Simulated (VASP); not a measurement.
Set up this calculation in VASP 6.6.1, as the native input.

```
Task                   : single point
Functional             : PBEsol
Potentials or basis    : VASP PAW PBE potentials, release 64 (Ga_d, Co)
Cutoff                 : 520 eV
k mesh                 : 16 × 16 × 16
Occupations            : gaussian, width 0.15 eV
Spin                   : no spin polarisation
Dipole correction      : no
Further INCAR settings : ALGO = Fast; EDIFF = 1e-06; NBANDS = 18
```

The structure of GaCo lies in POSCAR:

```
GaCo
1.0
    2.6524520000      0.0000000000      0.0000000000
    0.0000000000      2.6524520000      0.0000000000
    0.0000000000      0.0000000000      2.7677760000
Ga Co
1 1
Direct
    0.5000000000      0.5000000000      0.5000000000
    0.0000000000      0.0000000000      0.0000000000
```

This cell differs from its parent crystal: strain -0.080 along x and y, -0.040 along z.

One way to write it, as run:

INCAR

```
ALGO     = Fast           # electronic algorithm
EDIFF    = 1E-6           # SCF threshold, eV
ENCUT    = 520            # plane-wave cutoff, eV
GGA      = PS             # functional
ISIF     = 2              # what is computed and relaxed
ISMEAR   = 0              # smearing method
LASPH    = T              # aspherical terms in the spheres
LCHARG   = F              # write CHGCAR
LREAL    = F              # projectors in reciprocal space
LWAVE    = F              # write WAVECAR
NBANDS   = 18             # bands
NELM     = 80             # most SCF steps
PREC     = Accurate       # precision mode
SIGMA    = 0.15           # smearing width, eV
```

KPOINTS

```
k-points
0
Gamma
  16 16 16
```

Potentials or basis: VASP PAW PBE potentials, release 64 (Ga_d, Co).

Run with:

```sh
$ cat potpaw_PBE.64/Ga_d/POTCAR potpaw_PBE.64/Co/POTCAR > POTCAR
$ mpirun -np 1 vasp_std > vasp.out
```

It gave:

```json
{"Pressure": "48.0 GPa", "Band gap on the k mesh": "zero (band 11 reaches 15.12 eV, above the bottom of band 12 at 12.28 eV)"}
```

Caveat: the cell differs from its parent crystal (strain -0.080 along x and y, -0.040 along z); the PAW data sets were made with another functional, which shifts forces and pressure a little.

Run time: 78 s on 1 thread of AMD EPYC 9R45 (Zen 5) (shared host), peak memory 0.22 GiB.
